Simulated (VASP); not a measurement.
Input of a VASP 6.6.1 run:

POSCAR

```
SrO
1.0
    0.0000000000      2.5698000000      2.5698000000
    2.5698000000      0.0000000000      2.5698000000
    2.5698000000      2.5698000000      0.0000000000
Sr O
1 1
Direct
    0.0000000000      0.0000000000      0.0000000000
    0.5550320477      0.5000000000      0.5000000000
```

INCAR.step1

```
SYSTEM = SrO
  PREC = Accurate
  ENCUT = 520
  ISMEAR = 0
  SIGMA = 0.05
  LREAL = .False.
  LASPH = .True.
  NELM = 100
  NBANDS = 15
  GGA = PE
  ALGO = Normal
  EDIFF = 1E-4
  LWAVE = .True.
  LCHARG = .False.
```

Contents of INCAR.step2:

```
SYSTEM = SrO
  PREC = Accurate
  ENCUT = 520
  EDIFF = 1E-6
  ISMEAR = 0
  SIGMA = 0.05
  LREAL = .False.
  LASPH = .True.
  NELM = 100
  ALGO = Normal
  ISIF = 2
  LWAVE = .False.
  LCHARG = .True.
  METAGGA = R2SCAN
  LMIXTAU = .True.
  LELF = .True.
  LVHAR = .True.
  NBANDS = 15
  ISTART = 1
```

Contents of KPOINTS:

```
Automatic mesh
0
Gamma
  8 8 8
  0 0 0
```

Potentials or basis: VASP PAW PBE potentials, release 64 (Sr_sv, O).

Command:

```sh
$ cat potpaw_PBE.64/Sr_sv/POTCAR potpaw_PBE.64/O/POTCAR > POTCAR
$ cp INCAR.step1 INCAR
$ mpirun -np 1 vasp_std > vasp.out
$ cp INCAR.step2 INCAR
$ mpirun -np 1 vasp_std > vasp.out
```

Question: Predict the band gap on the k mesh.

Answer: 3.99 eV, indirect (least direct gap 4.00 eV).

Question: Estimate the largest force.

Answer: 0.569 eV/Å.

Question: What does it give for the pressure?

Answer: 2.9 GPa.

Stress tensor (GPa, compression positive):
```
 1.22  0.00  0.00
 0.00  3.67 -0.42
 0.00 -0.42  3.67
```

Caveat: the cell differs from its parent crystal (all O atoms moved -0.200 Å, as atom 2 towards its neighbour atom 2 (O) at 3.634 Å); the PAW data sets were made with another functional, which shifts forces and pressure a little. A k mesh can miss the band edges.
